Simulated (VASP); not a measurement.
A run of VASP 6.6.1 is set up as follows.

File POSCAR:

```
Eu
1.0
   -2.2274745855      2.2274745855      2.2274745855
    2.2274745855     -2.2274745855      2.2274745855
    2.2274745855      2.2274745855     -2.2274745855
Eu
1
Direct
    0.0000000000      0.0000000000      0.0000000000
```

The input INCAR.step1:

```
PREC = Accurate
ENCUT = 520
ISMEAR = 0
SIGMA = 0.03
LREAL = False
LASPH = True
NELM = 150
ISPIN = 2
MAGMOM = 7.31
LMAXMIX = 6
NBANDS = 18
GGA = PE
ALGO = Normal
EDIFF = 1E-4
LWAVE = True
LCHARG = False
```

Contents of INCAR.step2:

```
PREC = Accurate
ENCUT = 520
EDIFF = 1E-6
ISMEAR = 0
SIGMA = 0.03
LREAL = False
LASPH = True
NELM = 150
ALGO = Normal
ISIF = 2
LWAVE = False
LCHARG = False
ISPIN = 2
MAGMOM = 7.31
LORBIT = 11
LMAXMIX = 6
METAGGA = R2SCAN
LMIXTAU = True
NBANDS = 18
ISTART = 1
```

File KPOINTS:

```
regular mesh
0
Gamma
  10 10 10
```

Potentials or basis: VASP PAW PBE potentials, release 64 (Eu).

Launch:

```console
$ cat potpaw_PBE.64/Eu/POTCAR > POTCAR
$ cp INCAR.step1 INCAR
$ mpirun -np 1 vasp_std > vasp.out
$ cp INCAR.step2 INCAR
$ mpirun -np 1 vasp_std > vasp.out
```

Task: Estimate the pressure.

Result: -0.4 GPa.

Task: Predict the site moments.

Result: Eu +6.68 μB.

Task: Predict the net moment.

Result: 7.64 μB per cell.

Caveat: the PAW data sets were made with another functional, which shifts forces and pressure a little. The state reached can hang on the start; a lower one may exist.
